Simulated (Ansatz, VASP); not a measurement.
## Hf2Ti2Ge3 in VASP and in Ansatz

```
Hf Ti Ge
1.0
     5.49596    0.00000    0.00000
     0.00000    5.49596    0.00000
     0.00000    0.00000    5.33965
Hf Ti Ge
2 2 3
Direct
  0.50000 0.50000 0.00000
  0.50000 0.50000 0.50000
  0.00000 0.50000 0.50000
  0.50000 0.00000 0.50000
  0.00000 0.50000 0.00000
  0.50000 0.00000 0.00000
  0.00000 0.00000 0.00000
```

Alike in both runs: functional PBE; k mesh 3 × 3 × 3; occupations gaussian, width 0.2 eV; no spin polarisation.

Ansatz relaxed the structure, and its values are those at the end. VASP's run is a single point on that final structure, the one shown.

|  | VASP | Ansatz |
| --- | --- | --- |
| version | VASP 6.6.1 | Ansatz 0.2.0 |
| potentials or method | VASP PAW PBE potentials, release 64 (Hf_pv, Ti_sv, Ge_d), cutoff 520 eV | scalar-relativistic, plane waves, PAW |
| valence electrons in the cell | 86 | 118 |

```csv
,VASP,Ansatz,Ansatz less VASP
gap on the k mesh at the Fermi level (eV),none,none,-
pressure (GPa),-0.4,-0.3,+0.09
```

A gap of «none» marks a metal or a gap that the smearing closes. With one functional, cell and mesh, what is left measures potentials, basis and numerics. VASP's potentials hold 86 valence electrons a cell and Ansatz's 118, so a difference there can come from the potentials and not from the codes.

The k mesh is coarse, so the values compare programs but aren't converged. Neither program's run includes spin-orbit coupling.
